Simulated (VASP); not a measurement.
# WSe (Pm-3m) in VASP: notebook

Runs on WSe. Level: PBE. Tasks: single point, relaxation of cell and atoms.

Program: VASP 6.6.1. These are calculated values, not measurements. Logs are shortened: lines on timing, memory, paths and dates and some standing lists are left out, and cuts for length are marked.

## (1) The cell of the first run

The structure is cubic, space group Pm-3m (No. 221). The conventional cell has a = 3.149 Å, b = 3.149 Å, c = 3.149 Å, α = 90.00°, β = 90.00°, γ = 90.00°. Within 3.6 Å of W (site symmetry m-3m) lie 8 Se at 2.73 Å and 6 W at 3.15 Å. Within 3.6 Å of Se (site symmetry m-3m) lie 8 W at 2.73 Å and 6 Se at 3.15 Å.

## (2) Single point, PBE

Input file INCAR:

```
SYSTEM = WSe
PREC = Accurate
ENCUT = 520
EDIFF = 1E-6
ISMEAR = 0
SIGMA = 0.1
LREAL = .False.
LASPH = .True.
NELM = 60
ALGO = Normal
ISIF = 2
LWAVE = .False.
LCHARG = .True.
GGA = PE
LELF = .True.
LVHAR = .True.
NBANDS = 17
```

Input file KPOINTS:

```
Automatic mesh
0
Gamma
  14 14 14
  0 0 0
```

Input file POSCAR:

```
WSe
1.0
    3.1485687611      0.0000000000      0.0000000000
    0.0000000000      3.1485687611      0.0000000000
    0.0000000000      0.0000000000      3.1485687611
W Se
1 1
Direct
    0.0000000000      0.0000000000      0.0000000000
    0.5000000000      0.5000000000      0.5000000000
```

Potentials or basis: VASP PAW PBE potentials, release 64 (W_sv, Se).

Launch:

```console
cat potpaw_PBE.64/W_sv/POTCAR potpaw_PBE.64/Se/POTCAR > POTCAR
mpirun -np 1 vasp_std > vasp.out
```

OUTCAR:

```text
SYSTEM = WSe
   PREC = Accurate
   ENCUT = 520
   EDIFF = 1E-6
   ISMEAR = 0
   LREAL = .False.
   LASPH = .True.
   NELM = 60
   ISIF = 2
   GGA = PE

 ion  position               nearest neighbor table
   1  0.000  0.000  0.000-   2 2.73   2 2.73   2 2.73   2 2.73   2 2.73   2 2.73   2 2.73   2 2.73

   2  0.500  0.500  0.500-   1 2.73   1 2.73   1 2.73   1 2.73   1 2.73   1 2.73   1 2.73   1 2.73

  LATTYP: Found a simple cubic cell.
 ALAT       =     3.1485687611

  Lattice vectors:

 A1 = (   3.1485687611,   0.0000000000,   0.0000000000)
 A2 = (   0.0000000000,   3.1485687611,   0.0000000000)
 A3 = (   0.0000000000,   0.0000000000,   3.1485687611)

Analysis of symmetry for initial positions (statically):
=====================================================================
 Subroutine PRICEL returns:
 Original cell was already a primitive cell.

 Routine SETGRP: Setting up the symmetry group for a
 simple cubic supercell.

 Subroutine GETGRP returns: Found 48 space group operations
 (whereof 48 operations were pure point group operations)
 out of a pool of 48 trial point group operations.

The static configuration has the point symmetry O_h .

Analysis of symmetry for dynamics (positions and initial velocities):
=====================================================================
 Subroutine PRICEL returns:
 Original cell was already a primitive cell.

 Routine SETGRP: Setting up the symmetry group for a
 simple cubic supercell.

 Subroutine GETGRP returns: Found 48 space group operations
 (whereof 48 operations were pure point group operations)
 out of a pool of 48 trial point group operations.

The dynamic configuration has the point symmetry O_h .

 Subroutine INISYM returns: Found 48 space group operations
 (whereof 48 operations are pure point group operations),
 and found     1 'primitive' translations

----------------------------------------------------------------------------------------

                                     Primitive cell

  volume of cell :      31.2133

  direct lattice vectors                    reciprocal lattice vectors
     3.148568761  0.000000000  0.000000000     0.317604625  0.000000000  0.000000000
     0.000000000  3.148568761  0.000000000     0.000000000  0.317604625  0.000000000
     0.000000000  0.000000000  3.148568761     0.000000000  0.000000000  0.317604625

  length of vectors
     3.148568761  3.148568761  3.148568761     0.317604625  0.317604625  0.317604625

  position of ions in fractional coordinates (direct lattice)
     0.000000000  0.000000000  0.000000000
     0.500000000  0.500000000  0.500000000

  ion indices of the primitive-cell ions
   primitive index   ion index
                 1           1
                 2           2

----------------------------------------------------------------------------------------

 KPOINTS: Automatic mesh

Automatic generation of k-mesh.
 Grid dimensions read from file:
 generate k-points for:   14   14   14

 Generating k-lattice:

  Cartesian coordinates                     Fractional coordinates (reciprocal lattice)
     0.022686045  0.000000000  0.000000000     0.071428571  0.000000000  0.000000000
     0.000000000  0.022686045  0.000000000     0.000000000  0.071428571  0.000000000
     0.000000000  0.000000000  0.022686045     0.000000000  0.000000000  0.071428571

  Length of vectors
     0.022686045  0.022686045  0.022686045

  Shift w.r.t. Gamma in fractional coordinates (k-lattice)
     0.000000000  0.000000000  0.000000000

 Subroutine IBZKPT returns following result:
 ===========================================

 Found    120 irreducible k-points:

 Following reciprocal coordinates:
            Coordinates               Weight
  0.000000  0.000000  0.000000      1.000000
  0.071429  0.000000  0.000000      6.000000
  0.142857  0.000000  0.000000      6.000000
  0.214286  0.000000  0.000000      6.000000
  0.285714  0.000000  0.000000      6.000000
  0.357143  0.000000  0.000000      6.000000
[... 16 lines left out ...]
  0.285714  0.214286  0.000000     24.000000
[... 42 lines left out ...]
  ext. energy  EPLUGINS =         0.00000000
  ---------------------------------------------------
  free energy    TOTEN  =       -15.39947275 eV

  energy without entropy =      -15.39142711  energy(sigma->0) =      -15.39544993

 E-fermi :  10.8662     XC(G=0): -12.7972

 val. band max:       10.8516456793   @ k =   0.5000   0.3571   0.3571
 cond. band min:      10.8688354264   @ k =   0.2857   0.2143   0.0000
 fundamental gap:      0.0171897471
 Fermi energy:        10.8662325678

 k-point     1 :       0.0000    0.0000    0.0000
  band No.  band energies     occupation
      1     -63.4880      2.00000
      2     -27.6219      2.00000
      3     -27.6219      2.00000
      4     -27.6219      2.00000
      5      -6.3340      2.00000
      6       6.9438      2.00000
[... 9 lines left out ...]
     16      20.5976      0.00000
     17      26.5248      0.00000

 k-point     2 :       0.0714    0.0000    0.0000
  band No.  band energies     occupation
      1     -63.4875      2.00000
      2     -27.6350      2.00000
      3     -27.6207      2.00000
      4     -27.6207      2.00000
      5      -6.2622      2.00000
      6       6.5804      2.00000
[... 9 lines left out ...]
     16      20.7883      0.00000
     17      26.3365      0.00000

 k-point     3 :       0.1429    0.0000    0.0000
  band No.  band energies     occupation
      1     -63.4862      2.00000
      2     -27.6716      2.00000
      3     -27.6173      2.00000
      4     -27.6173      2.00000
      5      -6.0522      2.00000
      6       5.5925      2.00000
[... 9 lines left out ...]
     16      21.3691      0.00000
     17      24.9634      0.00000

 k-point     4 :       0.2143    0.0000    0.0000
  band No.  band energies     occupation
      1     -63.4842      2.00000
      2     -27.7240      2.00000
      3     -27.6123      2.00000
      4     -27.6123      2.00000
      5      -5.7209      2.00000
      6       4.3641      2.00000
[... 9 lines left out ...]
     16      22.2520      0.00000
     17      23.3652      0.00000
[... 343 lines left out ...]
      1     -63.4805      2.00000
      2     -27.7163      2.00000
      3     -27.7079      2.00000
      4     -27.6032      2.00000
      5      -5.2177      2.00000
      6       4.2761      2.00000
[... 9 lines left out ...]
     16      20.4218      0.00000
     17      21.8218      0.00000

 k-point    23 :       0.2857    0.2143    0.0000
  band No.  band energies     occupation
      1     -63.4784      2.00000
      2     -27.7687      2.00000
      3     -27.7050      2.00000
      4     -27.5980      2.00000
      5      -4.8847      2.00000
      6       3.5179      2.00000
[... 9 lines left out ...]
     16      20.2587      0.00000
     17      21.8230      0.00000

 k-point    24 :       0.3571    0.2143    0.0000
  band No.  band energies     occupation
      1     -63.4764      2.00000
      2     -27.8188      2.00000
      3     -27.6990      2.00000
      4     -27.5933      2.00000
      5      -4.5427      2.00000
      6       2.7255      2.00000
[... 9 lines left out ...]
     16      20.2951      0.00000
     17      21.6333      0.00000

 [... further k-points ...]
[... 5 lines left out ...]
  --------------------------------------------------------------------------------------
  -------------------------------------------------------------------------------------
  Total        0.0750094      0.0750094      0.0750094     -0.0000000     -0.0000000      0.0000000
  in kB        3.8502330      3.8502330      3.8502330     -0.0000000     -0.0000000      0.0000000
  external PRESSURE =       3.8502330 kB  Pullay stress =       0.0000000 kB

 VOLUME and BASIS-vectors are now :
 -----------------------------------------------------------------------------
  energy-cutoff  :      520.00
  volume of cell :       31.21
      direct lattice vectors                 reciprocal lattice vectors
     3.148568761  0.000000000  0.000000000     0.317604625  0.000000000  0.000000000
     0.000000000  3.148568761  0.000000000     0.000000000  0.317604625  0.000000000
     0.000000000  0.000000000  3.148568761     0.000000000  0.000000000  0.317604625

 POSITION                                       TOTAL-FORCE (eV/Angst)
 -----------------------------------------------------------------------------------
      0.00000      0.00000      0.00000         0.000000      0.000000      0.000000
      1.57428      1.57428      1.57428         0.000000      0.000000      0.000000
 -----------------------------------------------------------------------------------
    total drift:                                0.000000      0.000000      0.000000

  FREE ENERGIE OF THE ION-ELECTRON SYSTEM (eV)
  ---------------------------------------------------
  free  energy   TOTEN  =       -15.3994727479 eV

  energy  without entropy=      -15.3914271061  energy(sigma->0) =      -15.39544993
```

Wall time 40 s (1 thread of Intel Xeon Platinum 8259CL at 2.50GHz (Skylake/Cascade Lake), shared host); peak memory 0.19 GiB.

What came out:

```
Free energy            : -15.3995 eV
Pressure               : 0.4 GPa
Band gap on the k mesh : zero (band 10 reaches 13.09 eV, above the bottom of band 11 at 10.03 eV)
```

Caveat: spin-orbit coupling is left out, which moves the levels of the heavy elements.

## (3) Single point, PBE

This run uses another cell than the first one, of 16.54 Å³/atom, 1.060 times its volume.

Input file INCAR:

```
ALGO = Normal ; EDIFF = 1E-6
ENCUT = 520 ; GGA = PE
ISIF = 2 ; ISMEAR = 0
LASPH = T ; LCHARG = F
LREAL = F ; LWAVE = F
NBANDS = 17 ; NELM = 100
PREC = Accurate ; SIGMA = 0.1
```

Input file KPOINTS:

```
k-points
0
Gamma
  14 14 14
```

Input file POSCAR:

```
WSe
1.0
    3.2103210811      0.0000000000      0.0000000000
    0.0000000000      3.2103210811      0.0000000000
    0.0000000000      0.0000000000      3.2103210811
W Se
1 1
Direct
    0.0000000000      0.0000000000      0.0000000000
    0.5000000000      0.5000000000      0.5000000000
```

Potentials or basis: VASP PAW PBE potentials, release 64 (W_sv, Se).

Launch:

```console
cat potpaw_PBE.64/W_sv/POTCAR potpaw_PBE.64/Se/POTCAR > POTCAR
mpirun -np 1 vasp_std > vasp.out
```

Run time: 38 s. Hardware: 1 thread of Intel Xeon Platinum 8259CL at 2.50GHz (Skylake/Cascade Lake), shared host; peak memory 0.19 GiB.

The run converged. Its results:

```yaml
Free_energy: -15.3404 eV
Pressure: -10.0 GPa
Band_gap_on_the_k_mesh: zero (band 10 reaches 12.21 eV, above the bottom of band 11 at 9.30 eV)
```

Levels at points of the mesh, in eV from the Fermi level:
| k point | band 6 | band 7 | band 8 | band 9 | band 10 | band 11 | band 12 | band 13 | band 14 | band 15 |
| --- | --- | --- | --- | --- | --- | --- | --- | --- | --- | --- |
| (0.00, 0.00, 0.00) | -3.58 | -3.58 | -2.21 | -2.21 | -2.21 | 0.90 | 0.90 | 0.90 | 0.97 | 9.51 |
| (0.50, 0.00, 0.00) | -9.27 | -3.81 | -3.81 | -2.64 | 1.26 | 2.23 | 4.27 | 4.27 | 4.87 | 5.12 |
| (0.50, 0.50, 0.00) | -6.39 | -6.39 | -3.83 | -0.85 | -0.85 | -0.71 | 0.26 | 2.70 | 3.86 | 9.56 |
| (0.50, 0.50, 0.50) | -7.55 | -7.55 | -7.55 | 2.18 | 2.18 | 2.18 | 2.84 | 2.84 | 4.93 | 4.93 |

Caveat: spin-orbit coupling is left out, which moves the levels of the heavy elements.

## (4) Single point, PBE

This run uses another cell than the first one, of 18.73 Å³/atom, 1.200 times its volume.

Input file INCAR:

```
SYSTEM = WSe
ALGO = Normal
EDIFF = 1E-6
ENCUT = 520
GGA = PE
ISIF = 2
ISMEAR = 0
LASPH = .True.
LCHARG = .False.
LREAL = .False.
LWAVE = .False.
NBANDS = 17
NELM = 100
PREC = Accurate
SIGMA = 0.1
```

Input file KPOINTS:

```
k-points
0
Gamma
  14 14 14
  0 0 0
```

Input file POSCAR:

```
WSe
1.0
    3.3458535747      0.0000000000      0.0000000000
    0.0000000000      3.3458535747      0.0000000000
    0.0000000000      0.0000000000      3.3458535747
W Se
1 1
Direct
    0.0000000000      0.0000000000      0.0000000000
    0.5000000000      0.5000000000      0.5000000000
```

Launch:

```console
cat potpaw_PBE.64/W_sv/POTCAR potpaw_PBE.64/Se/POTCAR > POTCAR
mpirun -np 1 vasp_std > vasp.out
```

Run time: 65 s. Hardware: 1 thread of Intel Xeon Platinum 8259CL at 2.50GHz (Skylake/Cascade Lake), shared host; peak memory 0.21 GiB.

Results (log left out):

- Free energy: -14.8567 eV
- Pressure: -23.6 GPa
- Band gap on the k mesh: zero (band 10 reaches 10.52 eV, above the bottom of band 11 at 7.75 eV)

Levels at points of the mesh, in eV from the Fermi level:
| k point | band 7 | band 8 | band 9 | band 10 | band 11 | band 12 | band 13 | band 14 |
| --- | --- | --- | --- | --- | --- | --- | --- | --- |
| (0.00, 0.00, 0.00) | -2.94 | -2.10 | -2.10 | -2.10 | -0.04 | 0.77 | 0.77 | 0.77 |
| (0.50, 0.00, 0.00) | -3.37 | -3.37 | -2.18 | 1.05 | 1.81 | 3.47 | 3.47 | 4.11 |
| (0.50, 0.50, 0.00) | -5.75 | -3.32 | -0.79 | -0.64 | -0.64 | -0.03 | 2.22 | 3.16 |
| (0.50, 0.50, 0.50) | -6.59 | -6.59 | 2.13 | 2.13 | 2.13 | 2.32 | 2.32 | 4.02 |

Caveat: spin-orbit coupling is left out, which moves the levels of the heavy elements.

## (5) Relaxation of cell and atoms, PBE

Input file INCAR:

```
ALGO     = Normal         # electronic algorithm
EDIFF    = 1E-6           # SCF threshold, eV
EDIFFG   = -0.01          # ionic threshold
ENCUT    = 600            # plane-wave cutoff, eV
GGA      = PE             # functional
IBRION   = 2              # ionic algorithm
ISIF     = 3              # what is computed and relaxed
ISMEAR   = 0              # smearing method
LASPH    = T              # aspherical terms in the spheres
LCHARG   = F              # write CHGCAR
LREAL    = F              # projectors in reciprocal space
LWAVE    = F              # write WAVECAR
NELM     = 80             # most SCF steps
NSW      = 100            # ionic steps
PREC     = Accurate       # precision mode
SIGMA    = 0.1            # smearing width, eV
```

Input file KPOINTS:

```
k-points
0
Gamma
  14 14 14
```

Input file POSCAR:

```
WSe
1.0
    3.1472499554      0.0000000000      0.0000000000
    0.0000000000      3.1472499554      0.0000000000
    0.0000000000      0.0000000000      3.1472499554
W Se
1 1
Direct
    0.0000000000      0.0000000000      0.0000000000
    0.5000000000      0.5000000000      0.5000000000
```

Launch:

```console
cat potpaw_PBE.64/W_sv/POTCAR potpaw_PBE.64/Se/POTCAR > POTCAR
mpirun -np 1 vasp_std > vasp.out
```

It took 60 s on 1 thread of AMD EPYC 9R45 (Zen 5), shared host; peak memory 0.19 GiB.

Results (log left out):

| Item | Value |
| --- | --- |
| Free energy | -15.3998 eV |
| Relaxed volume | 15.64 Å³/atom |
| Relaxed cell | a = 3.151 Å, b = 3.151 Å, c = 3.151 Å, α = 90.00°, β = 90.00°, γ = 90.00° |
| Space group after relaxing (to 0.05 Å) | Pm-3m (No. 221) |
| Energy gained by relaxing | 0.1 meV/atom |
| Ionic steps | 3 |
| Pressure after relaxing | 0.0 GPa |
| Band gap on the k mesh | zero (band 10 reaches 13.06 eV, above the bottom of band 11 at 10.00 eV) |

Step by step:
| step | energy change (eV) | largest force (eV/Å) | pressure (GPa) | volume (Å³) |
| --- | --- | --- | --- | --- |
| 1 | 0.0000 | 0.0000 | 0.67 | 31.17 |
| 2 | 0.0005 | 0.0000 | -1.22 | 31.47 |
| 3 | -0.0002 | 0.0000 | 0.00 | 31.28 |

Final structure:
```
W Se
1.0
     3.15075    0.00000    0.00000
     0.00000    3.15075    0.00000
     0.00000    0.00000    3.15075
W Se
1 1
Direct
  0.00000 0.00000 0.00000
  0.50000 0.50000 0.50000
```

Levels at points of the mesh, in eV from the Fermi level:
```csv
k point,band 7,band 8,band 9,band 10,band 11,band 12,band 13,band 14
"(0.00, 0.00, 0.00)",-3.91,-2.26,-2.26,-2.26,0.97,0.97,0.97,1.52
"(0.50, 0.00, 0.00)",-4.03,-4.03,-2.88,1.36,2.43,4.68,4.68,4.94
"(0.50, 0.50, 0.00)",-6.68,-4.09,-0.96,-0.96,-0.67,0.42,2.95,4.21
"(0.50, 0.50, 0.50)",-8.02,-8.02,2.22,2.22,2.22,3.10,3.10,5.38
```

Caveat: spin-orbit coupling is left out, which moves the levels of the heavy elements.

## (6) Single point, PBE, collinear spin, ferromagnetic start

Input file INCAR:

```
SYSTEM = WSe
  PREC = Accurate
  ENCUT = 520
  EDIFF = 1E-6
  ISMEAR = 0
  SIGMA = 0.1
  LREAL = .FALSE.
  LASPH = .TRUE.
  NELM = 150
  ALGO = Normal
  ISIF = 2
  LWAVE = .FALSE.
  LCHARG = .FALSE.
  ISPIN = 2
  MAGMOM = 2.5 0
  LORBIT = 11
  LMAXMIX = 4
  GGA = PE
  NBANDS = 21
```

Input file KPOINTS:

```
regular mesh
0
G
  14 14 14
  0 0 0
```

Input file POSCAR:

```
WSe
1.0
    3.1485687611      0.0000000000      0.0000000000
    0.0000000000      3.1485687611      0.0000000000
    0.0000000000      0.0000000000      3.1485687611
W Se
1 1
Direct
    0.0000000000      0.0000000000      0.0000000000
    0.5000000000      0.5000000000      0.5000000000
```

Potentials or basis: VASP PAW PBE potentials, release 64 (W_sv, Se).

Launch:

```console
cat potpaw_PBE.64/W_sv/POTCAR potpaw_PBE.64/Se/POTCAR > POTCAR
mpirun -np 1 vasp_std > vasp.out
```

Wall time 71 s (1 thread of AMD EPYC 9R45 (Zen 5), shared host); peak memory 0.21 GiB.

Results (log left out):

| Quantity | Value |
| --- | --- |
| Free energy | -15.3995 eV |
| Pressure | 0.4 GPa |
| Band gap on the k mesh | zero (filled and empty bands overlap) |
| Net moment | 0.00 μB per cell |
| Valence electrons inside the program's atomic spheres | W 11.95; Se 3.89 |

Levels at points of the mesh, in eV from the Fermi level:
Spin up:
| k point | band 6 | band 7 | band 8 | band 9 | band 10 | band 11 | band 12 | band 13 | band 14 | band 15 |
| --- | --- | --- | --- | --- | --- | --- | --- | --- | --- | --- |
| (0.00, 0.00, 0.00) | -3.92 | -3.92 | -2.26 | -2.26 | -2.26 | 0.97 | 0.97 | 0.97 | 1.54 | 9.73 |
| (0.50, 0.00, 0.00) | -9.76 | -4.04 | -4.04 | -2.89 | 1.36 | 2.44 | 4.69 | 4.69 | 4.94 | 5.26 |
| (0.50, 0.50, 0.00) | -6.69 | -6.69 | -4.10 | -0.96 | -0.96 | -0.67 | 0.43 | 2.95 | 4.22 | 9.90 |
| (0.50, 0.50, 0.50) | -8.03 | -8.03 | -8.03 | 2.23 | 2.23 | 2.23 | 3.11 | 3.11 | 5.40 | 5.40 |
Spin down:
```tsv
k point	band 8	band 9	band 10	band 11	band 12	band 13
(0.00, 0.00, 0.00)	-2.26	-2.26	-2.26	0.97	0.97	0.97
(0.50, 0.00, 0.00)	-4.04	-2.89	1.36	2.44	4.69	4.69
(0.50, 0.50, 0.00)	-4.10	-0.96	-0.96	-0.67	0.43	2.95
(0.50, 0.50, 0.50)	-8.03	2.23	2.23	2.23	3.11	3.11
```

Caveat: spin-orbit coupling is left out, which moves the levels of the heavy elements.

## (7) Summary

```tsv
task	spin	cell	cutoff (eV)	gap on the mesh (eV)	pressure (GPa)
single point	off	a = 3.149 Å, 2 atoms	520	none	0.4
single point	off	a = 3.210 Å, 2 atoms	520	none	-10.0
single point	off	a = 3.346 Å, 2 atoms	520	none	-23.6
relaxation of cell and atoms	off	relaxed from a = 3.147 Å, 2 atoms	600	none	0.0
single point	collinear, ferromagnetic start	a = 3.149 Å, 2 atoms	520	none	0.4
```

Alike in all rows: level PBE; potentials or basis VASP PAW PBE potentials, release 64 (W_sv, Se); k mesh 14 × 14 × 14; smearing gaussian 0.1 eV.

Caveats: spin-orbit coupling is left out, which moves the levels of the heavy elements.

Absolute energies hang on the potentials; compare differences alone.
